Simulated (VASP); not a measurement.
# Mg in VASP: settings compared

Aim: see how the results for Mg move with the level of theory and the settings. Levels: LDA, PBEsol. Tasks: single point, relaxation of cell and atoms.

All numbers are computed with VASP 6.6.1; they aren't measurements. Logs are shortened: lines on timing, memory, paths and dates and some standing lists are left out, and cuts for length are marked.

## 1. The cell of the first run

The typed cell holds 3 atoms: a = 7.916 Å, b = 7.916 Å, c = 7.916 Å, α = 23.21°, β = 23.21°, γ = 23.21°.

## 2. Single point, LDA

File INCAR:

```
PREC = Accurate ; ENCUT = 520
EDIFF = 1E-7 ; ISMEAR = 1
SIGMA = 0.05 ; LREAL = F
LASPH = T ; NELM = 60
ALGO = Fast ; ISIF = 2
LWAVE = F ; LCHARG = F
NBANDS = 10
```

File KPOINTS:

```
Automatic mesh
0
Gamma
  7 7 7
```

File POSCAR:

```
Mg
1.0
    1.5926943142      0.9195424911      7.6998773267
   -1.5926943142      0.9195424911      7.6998773267
    0.0000000000     -1.8390849821      7.6998773267
Mg
3
Direct
    0.7654790000      0.7957600000      0.7756680000
    0.2114880000      0.2235670000      0.2248280000
    0.0111920000     -0.0040160000     -0.0056530000
```

Potentials or basis: VASP PAW LDA potentials, release 64 (Mg).

Run with:

```bash
$ cat potpaw_LDA.64/Mg/POTCAR > POTCAR
$ mpirun -np 1 vasp_std > vasp.out
```

OUTCAR:

```text
PREC = Accurate
   ENCUT = 520
   EDIFF = 1E-7
   ISMEAR = 1
   LREAL = F
   LASPH = T
   NELM = 60
   ISIF = 2

 ion  position               nearest neighbor table
   1  0.765  0.796  0.776-   2 3.08   2 3.09   2 3.11   3 3.13   3 3.18   3 3.21
   2  0.211  0.224  0.225-   1 3.08   1 3.09   1 3.11   3 3.19   3 3.20   3 3.24
   3  0.011  0.996  0.994-   1 3.13   1 3.18   2 3.19   2 3.20   1 3.21   2 3.24

  LATTYP: Found a trigonal (rhomboedric) cell.
 ALAT       =     7.9164603465
 COS(alpha) =     0.9190470325

  Lattice vectors:

 A1 = (   1.5926943142,   0.9195424911,   7.6998773267)
 A2 = (  -1.5926943142,   0.9195424911,   7.6998773267)
 A3 = (   0.0000000000,  -1.8390849821,   7.6998773267)

Analysis of symmetry for initial positions (statically):
=====================================================================
 Subroutine PRICEL returns:
 Original cell was already a primitive cell.

 Routine SETGRP: Setting up the symmetry group for a
 trigonal (rhombohedral) supercell.

 Subroutine GETGRP returns: Found  1 space group operations
 (whereof  1 operations were pure point group operations)
 out of a pool of 12 trial point group operations.

The static configuration has the point symmetry C_1 .

Analysis of symmetry for dynamics (positions and initial velocities):
=====================================================================
 Subroutine PRICEL returns:
 Original cell was already a primitive cell.

 Routine SETGRP: Setting up the symmetry group for a
 trigonal (rhombohedral) supercell.

 Subroutine GETGRP returns: Found  1 space group operations
 (whereof  1 operations were pure point group operations)
 out of a pool of 12 trial point group operations.

The dynamic configuration has the point symmetry C_1 .

 Subroutine INISYM returns: Found  1 space group operations
 (whereof  1 operations are pure point group operations),
 and found     1 'primitive' translations

----------------------------------------------------------------------------------------

                                     Primitive cell

  volume of cell :      67.6611

  direct lattice vectors                    reciprocal lattice vectors
     1.592694314  0.919542491  7.699877327     0.313933437  0.181249554  0.043290733
    -1.592694314  0.919542491  7.699877327    -0.313933437  0.181249554  0.043290733
     0.000000000 -1.839084982  7.699877327     0.000000000 -0.362499109  0.043290733

  length of vectors
     7.916460346  7.916460346  7.916460346     0.365074912  0.365074912  0.365074912

  position of ions in fractional coordinates (direct lattice)
     0.765479000  0.795760000  0.775668000
     0.211488000  0.223567000  0.224828000
     0.011192000  0.995984000  0.994347000

  ion indices of the primitive-cell ions
   primitive index   ion index
                 1           1
                 2           2
                 3           3

----------------------------------------------------------------------------------------

 KPOINTS: Automatic mesh

Automatic generation of k-mesh.
 Grid dimensions read from file:
 generate k-points for:    7    7    7

 Generating k-lattice:

  Cartesian coordinates                     Fractional coordinates (reciprocal lattice)
     0.044847634  0.025892793  0.006184390     0.142857143  0.000000000  0.000000000
    -0.044847634  0.025892793  0.006184390     0.000000000  0.142857143  0.000000000
     0.000000000 -0.051785587  0.006184390    -0.000000000 -0.000000000  0.142857143

  Length of vectors
     0.052153559  0.052153559  0.052153559

  Shift w.r.t. Gamma in fractional coordinates (k-lattice)
     0.000000000  0.000000000  0.000000000

 Subroutine IBZKPT returns following result:
 ===========================================

 Found    172 irreducible k-points:

 Following reciprocal coordinates:
            Coordinates               Weight
  0.000000  0.000000  0.000000      1.000000
  0.142857  0.000000  0.000000      2.000000
  0.000000  0.142857  0.000000      2.000000
 -0.000000 -0.000000  0.142857      2.000000
  0.285714  0.000000  0.000000      2.000000
  0.000000  0.285714  0.000000      2.000000
[... 16 lines left out ...]
 -0.142857 -0.428571  0.000000      2.000000
  0.142857  0.000000  0.428571      2.000000
 [... further k-points ...]
   k-points           NKPTS =    172   k-points in BZ     NKDIM =    172   number of bands    NBANDS=     10
   number of dos      NEDOS =    301   number of ions     NIONS =      3
   total plane-waves  NPLWV = 216000
   dimension x,y,z NGX =    60 NGY =   60 NGZ =   60
   dimension x,y,z NGXF=   120 NGYF=  120 NGZF=  120
   ions per type =               3
   NGX,Y,Z   is equivalent  to a cutoff of  12.60, 12.60, 12.60 a.u.
   NGXF,Y,Z  is equivalent  to a cutoff of  25.20, 25.20, 25.20 a.u.
 SYSTEM =  unknown system
   PREC   = accura    normal or accurate (medium, high low for compatibility)
   ISTART =      0    job   : 0-new  1-cont  2-samecut
   ICHARG =      2    charge: 1-file 2-atom 10-const
   ISPIN  =      1    spin polarized calculation?
   LNONCOLLINEAR =      F non collinear calculations
   LSORBIT =      F    spin-orbit coupling
   LASPH  =      T    aspherical Exc in radial PAW
   ENCUT  =  520.0 eV  38.22 Ry    6.18 a.u.  14.72 14.72 14.72*2*pi/ulx,y,z
   NELM   =     60;   NELMIN=  2; NELMDL= -5     # of ELM steps
   EDIFF  = 0.1E-06   stopping-criterion for ELM
   LREAL  =      F    real-space projection
   EDIFFG = 0.1E-05   stopping-criterion for IOM
   NSW    =      0    number of steps for IOM
   IBRION =     -1    ionic relax: 0-MD 1-quasi-New 2-CG
   NFREE  =      0    steps in history (QN), initial steepest desc. (CG)
   ISIF   =      2    stress and relaxation
   ISYM   =      2    0-nonsym 1-usesym 2-fastsym
   POTIM  = 0.5000    time-step for ionic-motion
   TEBEG  =    0.0;   TEEND  =   0.0 temperature during run
   PSTRESS=    0.0 pullay stress
   NELECT =       6.0000    total number of electrons
   NUPDOWN=      -1.0000    fix difference up-down
   EMIN   =  10.00;   EMAX   =-10.00  energy-range for DOS
   EFERMI =   0.00;   METHOD = LEGACY
   ISMEAR =     1;   SIGMA  =   0.05  broadening in eV -4-tet -1-fermi 0-gaus
   EFERMI_NEDOS =   21; number of points for ismear=-14 and -15
   IALGO  =     68    algorithm
   IMIX   =      4    mixing-type and parameters
     AMIX     =   0.40;   BMIX     =  1.00
     AMIX_MAG =   1.60;   BMIX_MAG =  1.00
  volume/ion in A,a.u.               =      22.55       152.20
  Fermi-wavevector in a.u.,A,eV,Ry     =   0.730038  1.379572  7.251300  0.532956
  Thomas-Fermi vector in A             =   1.821909
   LORBIT       =      0    0 simple, 1 ext, 2 COOP (PROOUT), +10 PAW based schemes
   GGA     = CA    functional components
   LHFCALC =     F    Hartree Fock is set to
   AEXX    =    0.0000 exact exchange contribution
   IVDW    =     0    specifies the selected vdW correction
   LEPSILON=     F    determine dielectric tensor
   LRPA    =     F    only Hartree local field effects (RPA)
 non-spin polarized calculation
 RMM-DIIS sequential band-by-band and
 Methfessel and Paxton  Order N= 1 SIGMA  =   0.05
  energy-cutoff  :      520.00
  volume of cell :       67.66
 maximum number of plane-waves:      1840
   NGX = 29   NGY = 29   NGZ = 29

 number of electron       6.0000000 magnetization

 Free energy of the ion-electron system (eV)
  ---------------------------------------------------
  ext. energy  EPLUGINS =         0.00000000
  ---------------------------------------------------
  free energy    TOTEN  =        -5.40265843 eV

  energy without entropy =       -5.40240121  energy(sigma->0) =       -5.40257269

 E-fermi :   2.7931     XC(G=0):  -8.7359

 val. band max:        2.7922998924   @ k =  -0.4286   0.0000  -0.4286
 cond. band min:       2.7937444943   @ k =  -0.2857  -0.2857   0.1429
 fundamental gap:      0.0014446019
 Fermi energy:         2.7930845020

 k-point     1 :       0.0000    0.0000    0.0000
  band No.  band energies     occupation
      1      -4.4394      2.00000
      2      -1.9819      2.00000
      3      -1.8649      2.00000
      4       5.2614      0.00000
      5       5.3232      0.00000
      6      13.6450      0.00000
      7      13.6472      0.00000
      8      13.7648      0.00000
      9      13.7680      0.00000
     10      14.0785      0.00000

 k-point     2 :       0.1429    0.0000    0.0000
  band No.  band energies     occupation
      1      -4.0305      2.00000
      2      -1.7671      2.00000
      3      -1.2841      2.00000
      4       5.2015      0.00000
      5       6.0819      0.00000
      6       9.5861      0.00000
      7      10.5220      0.00000
      8      11.7708      0.00000
      9      12.2903      0.00000
     10      12.3201      0.00000

 k-point     3 :       0.0000    0.1429    0.0000
  band No.  band energies     occupation
      1      -4.0305      2.00000
      2      -1.7671      2.00000
      3      -1.2841      2.00000
      4       5.2017      0.00000
      5       6.0824      0.00000
      6       9.5754      0.00000
      7      10.5206      0.00000
      8      11.7706      0.00000
      9      12.2859      0.00000
     10      12.3190      0.00000
[... 248 lines left out ...]
 k-point    23 :      -0.1429   -0.4286    0.0000
  band No.  band energies     occupation
      1      -1.5640      2.00000
      2      -0.0457      2.00000
      3       1.7590      2.00000
      4       3.7638     -0.00000
      5       5.3916      0.00000
      6       6.1112      0.00000
      7       6.5007      0.00000
      8       7.2135      0.00000
      9       7.5353      0.00000
     10      10.0542      0.00000

 k-point    24 :       0.1429    0.0000    0.4286
  band No.  band energies     occupation
      1      -1.5640      2.00000
      2      -0.0461      2.00000
      3       1.7581      2.00000
      4       3.7637     -0.00000
      5       5.4054      0.00000
      6       6.1121      0.00000
      7       6.5047      0.00000
      8       7.1980      0.00000
      9       7.5309      0.00000
     10      10.0486      0.00000

 [... further k-points ...]

------------------------ aborting loop because EDIFF is reached ----------------------------------------

  FORCE on cell =-STRESS in cart. coord.  units (eV):
  Direction    XX          YY          ZZ          XY          YZ          ZX
  --------------------------------------------------------------------------------------
  -------------------------------------------------------------------------------------
  Total       -1.0109206     -0.9992197     -0.0912017      0.0119626      0.0043563      0.0118441
  in kB      -23.9380258    -23.6609568     -2.1596057      0.2832664      0.1031539      0.2804627
  external PRESSURE =     -16.5861961 kB  Pullay stress =       0.0000000 kB

 VOLUME and BASIS-vectors are now :
 -----------------------------------------------------------------------------
  energy-cutoff  :      520.00
  volume of cell :       67.66
      direct lattice vectors                 reciprocal lattice vectors
     1.592694314  0.919542491  7.699877327     0.313933437  0.181249554  0.043290733
    -1.592694314  0.919542491  7.699877327    -0.313933437  0.181249554  0.043290733
     0.000000000 -1.839084982  7.699877327     0.000000000 -0.362499109  0.043290733

 POSITION                                       TOTAL-FORCE (eV/Angst)
 -----------------------------------------------------------------------------------
     -0.04823      0.00911     17.99390         0.035545     -0.004181     -0.147678
     -0.01924     -0.01343      5.08102         0.001500      0.017508      0.216922
     -1.56847     -0.90255     15.41148        -0.037045     -0.013327     -0.069244
 -----------------------------------------------------------------------------------
    total drift:                               -0.000002      0.000001      0.000038

  FREE ENERGIE OF THE ION-ELECTRON SYSTEM (eV)
  ---------------------------------------------------
  free  energy   TOTEN  =        -5.4026584314 eV

  energy  without entropy=       -5.4024012137  energy(sigma->0) =       -5.40257269
```

It took 13 min on 1 thread of Intel Xeon 8259CL, shared host; peak memory 0.4 GiB.

What came out:

* Free energy: -5.4027 eV
* Pressure: -1.7 GPa
* Largest force: 0.218 eV/Å
* Band gap on the k mesh: zero (bands 3 and 4 overlap by 1.65 eV)

Forces in eV/Å, atoms in the order of the input:
```
Mg   0.036 -0.004 -0.148
Mg   0.002  0.018  0.217
Mg  -0.037 -0.013 -0.069
```

## 3. Single point, LDA

File INCAR:

```
SYSTEM = Mg
ALGO     = Normal         ! electronic algorithm
EDIFF    = 1E-6           ! SCF threshold, eV
ENCUT    = 520            ! plane-wave cutoff, eV
GGA      = CA             ! functional
ISIF     = 2              ! what is computed and relaxed
ISMEAR   = 1              ! smearing method
LASPH    = .True.         ! aspherical terms in the spheres
LCHARG   = .True.         ! write CHGCAR
LELF     = .True.         ! ELF
LREAL    = .False.        ! projectors in reciprocal space
LVHAR    = .True.       
LWAVE    = .False.        ! write WAVECAR
NBANDS   = 10             ! bands
NELM     = 80             ! most SCF steps
PREC     = Accurate       ! precision mode
SIGMA    = 0.05           ! smearing width, eV
```

File KPOINTS:

```
k-points
0
Gamma
  7 7 7
  0 0 0
```

POSCAR is that of step 2.

Potentials or basis: VASP PAW LDA potentials, release 64 (Mg).

Run with:

```bash
$ cat potpaw_LDA.64/Mg/POTCAR > POTCAR
$ mpirun -np 1 vasp_std > vasp.out
```

OUTCAR:

```text
SYSTEM = Mg
   EDIFF = 1E-6
   ENCUT = 520
   GGA = CA
   ISIF = 2
   ISMEAR = 1
   LASPH = .True.
   LREAL = .False.
   NELM = 80
   PREC = Accurate

 ion  position               nearest neighbor table
   1  0.765  0.796  0.776-   2 3.08   2 3.09   2 3.11   3 3.13   3 3.18   3 3.21
   2  0.211  0.224  0.225-   1 3.08   1 3.09   1 3.11   3 3.19   3 3.20   3 3.24
   3  0.011  0.996  0.994-   1 3.13   1 3.18   2 3.19   2 3.20   1 3.21   2 3.24

  LATTYP: Found a trigonal (rhomboedric) cell.
 ALAT       =     7.9164603465
[... 506 lines left out ...]

  FORCE on cell =-STRESS in cart. coord.  units (eV):
  Direction    XX          YY          ZZ          XY          YZ          ZX
  --------------------------------------------------------------------------------------
  -------------------------------------------------------------------------------------
  Total       -1.0112654     -0.9995703     -0.0915151      0.0119561      0.0043522      0.0118480
  in kB      -23.9461902    -23.6692580     -2.1670259      0.2831136      0.1030588      0.2805540
  external PRESSURE =     -16.5941581 kB  Pullay stress =       0.0000000 kB

 VOLUME and BASIS-vectors are now :
 -----------------------------------------------------------------------------
  energy-cutoff  :      520.00
  volume of cell :       67.66
      direct lattice vectors                 reciprocal lattice vectors
     1.592694314  0.919542491  7.699877327     0.313933437  0.181249554  0.043290733
    -1.592694314  0.919542491  7.699877327    -0.313933437  0.181249554  0.043290733
     0.000000000 -1.839084982  7.699877327     0.000000000 -0.362499109  0.043290733

 POSITION                                       TOTAL-FORCE (eV/Angst)
 -----------------------------------------------------------------------------------
     -0.04823      0.00911     17.99390         0.035544     -0.004181     -0.147655
     -0.01924     -0.01343      5.08102         0.001500      0.017507      0.216879
     -1.56847     -0.90255     15.41148        -0.037044     -0.013326     -0.069224
 -----------------------------------------------------------------------------------
    total drift:                               -0.000002      0.000001      0.000039

  FREE ENERGIE OF THE ION-ELECTRON SYSTEM (eV)
  ---------------------------------------------------
  free  energy   TOTEN  =        -5.4026584555 eV

  energy  without entropy=       -5.4024011762  energy(sigma->0) =       -5.40257270
```

stdout:

```text
POSCAR found type information on POSCAR Mg
 POSCAR found :  1 types and       3 ions
 scaLAPACK will be used
 LDA part: xc-table for (Slater(with rela. corr.)+CA(PZ))
 , standard interpolation
 POSCAR, INCAR and KPOINTS ok, starting setup
 FFT: planning ... GRIDC
 FFT: planning ... GRID_SOFT
 FFT: planning ... GRID
 WAVECAR not read
 entering main loop
```

It took 11 min on 1 thread of Intel Xeon 8259CL, shared host; peak memory 0.41 GiB.

Results:

```yaml
Free_energy: -5.4027 eV
Pressure: -1.7 GPa
Largest_force: 0.218 eV/Å
Band_gap_on_the_k_mesh: zero (bands 3 and 4 overlap by 1.65 eV)
```

Forces in eV/Å, atoms in the order of the input:
```
Mg   0.036 -0.004 -0.148
Mg   0.002  0.018  0.217
Mg  -0.037 -0.013 -0.069
```

Stress tensor (GPa, compression positive):
```
-2.39  0.03  0.03
 0.03 -2.37  0.01
 0.03  0.01 -0.22
```

## 4. Relaxation of cell and atoms, PBEsol (23.91 Å³/atom)

This run uses another cell than the first one, of 23.91 Å³/atom.

File POSCAR:

```
Mg
1.0
    1.6239315450      0.9375773147      7.8508936534
   -1.6239315450      0.9375773147      7.8508936534
    0.0000000000     -1.8751546293      7.8508936534
Mg
3
Direct
    0.7780644100      0.7780644100      0.7780644100
    0.2219355900      0.2219355900      0.2219355900
    0.0000000000      0.0000000000      0.0000000000
```

File INCAR.step1:

```
SYSTEM = Mg
GGA = PS
ISMEAR = 1
SIGMA = 0.05
LWAVE = .False.
LCHARG = .False.
NSW = 80
PREC = Accurate
LASPH = .True.
LREAL = .False.
ALGO = Normal
EDIFF = 1E-7
NELM = 120
GGA_COMPAT = .False.
IBRION = 2
ISIF = 3
EDIFFG = -0.002
NELMIN = 4
ENCUT = 650
KPAR = 8
POTIM = 0.5
```

File INCAR.step4:

```
SYSTEM = Mg
GGA = PS
ISMEAR = 1
SIGMA = 0.05
LWAVE = .False.
LCHARG = .False.
PREC = Accurate
LASPH = .True.
LREAL = .False.
ALGO = Normal
EDIFF = 1E-7
NELM = 120
GGA_COMPAT = .False.
ISIF = 2
ENCUT = 650
KPAR = 8
```

File KPOINTS:

```
Automatic mesh
0
Gamma
  13 13 13
  0 0 0
```

Potentials or basis: VASP PAW PBE potentials, release 64 (Mg).

Run with:

```bash
$ cat potpaw_PBE.64/Mg/POTCAR > POTCAR
$ cp INCAR.step1 INCAR
$ cp POSCAR.step1 POSCAR
$ mpirun -np 8 vasp_std > vasp.out
$ cp CONTCAR POSCAR
$ mpirun -np 8 vasp_std > vasp.out
$ cp CONTCAR POSCAR
$ mpirun -np 8 vasp_std > vasp.out
$ cp CONTCAR POSCAR
$ cp INCAR.step4 INCAR
$ mpirun -np 8 vasp_std > vasp.out
```

Run time: 21 min. Hardware: 8 MPI ranks of Intel Xeon Platinum 8259CL at 2.50GHz (Skylake/Cascade Lake), shared host; peak memory 0.86 GiB.

The run converged. Its results:

- Free energy: -5.1544 eV
- Relaxed volume: 22.55 Å³/atom
- Relaxed cell: a = 8.000 Å, b = 8.000 Å, c = 8.000 Å, α = 22.84°, β = 22.84°, γ = 22.84°
- Space group after relaxing (to 0.1 Å): R-3m (No. 166)
- Energy gained by relaxing: 9.4 meV/atom
- Ionic steps: 15
- Pressure after relaxing: 0.0 GPa
- Band gap on the k mesh: zero (bands 3 and 4 overlap by 2.15 eV)

The path:
```tsv
step	energy change (eV)	largest force (eV/Å)	pressure (GPa)	volume (Å³)
1	0.0000	0.0115	-1.94	71.72
2	-0.0248	0.0108	-0.59	68.76
3	-0.0272	0.0106	0.02	67.63
4	-0.0272	0.0106	0.06	67.55
5	-0.0278	0.0083	0.05	67.57
6	-0.0281	0.0050	0.04	67.59
7	-0.0281	0.0053	0.04	67.59
8	-0.0281	0.0052	0.04	67.59
9	-0.0281	0.0036	0.00	67.66
10	-0.0281	0.0034	-0.01	67.67
11	-0.0281	0.0034	-0.01	67.67
12	-0.0281	0.0022	0.00	67.66
13	-0.0281	0.0005	0.00	67.66
14	-0.0281	0.0005	0.00	67.66
15	-0.0281	0.0005	0.00	67.66
```

Final structure:
```
Mg
1.0
     1.58365    0.91432    7.78779
    -1.58365    0.91432    7.78779
     0.00000   -1.82864    7.78779
Mg
3
Direct
  0.77793 0.77793 0.77793
  0.22207 0.22207 0.22207
  0.00000 0.00000 0.00000
```

Levels at points of the mesh, in eV from the Fermi level:
```
           k point  band 1  band 2  band 3  band 4  band 5  band 6
(0.00, 0.00, 0.00)   -7.02   -4.57   -4.56    2.51    2.52   11.32
```

Caveat: the PAW data sets were made with another functional, which shifts forces and pressure a little.
